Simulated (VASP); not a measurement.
The system is KCl.

```
CELL_PARAMETERS angstrom
3.98914 0.00000 0.00000
0.00000 3.77117 0.00000
0.00000 0.00000 3.77117
ATOMIC_POSITIONS crystal
K 0.00000 0.00000 0.00000
Cl 0.50000 0.50000 0.50000
```

This cell differs from its parent crystal: uniaxial x strain +5.8%.

Base run:

* Program: VASP 6.6.1
* Functional: PBE
* Potentials or basis: VASP PAW PBE potentials, release 64 (K_sv, Cl)
* Cutoff: 520 eV
* k mesh: 8 × 8 × 8
* Occupations: fermi-dirac, width 0.02 eV
* Spin: no spin polarisation

Its results: band gap on the k mesh 4.65 eV (least direct gap 4.84 eV); pressure -0.1 GPa.

Task: The run is repeated on the same cell with these changes: functional from PBE to r2SCAN; occupations from fermi-dirac, width 0.02 eV to gaussian, width 0.01 eV. What comes out?

Result: Band gap on the k mesh 5.41 eV (least direct gap 5.60 eV); pressure -1.2 GPa.

Caveats: the PAW data sets were made with another functional, which shifts forces and pressure a little (at least some runs).

A k mesh can miss the band edges.
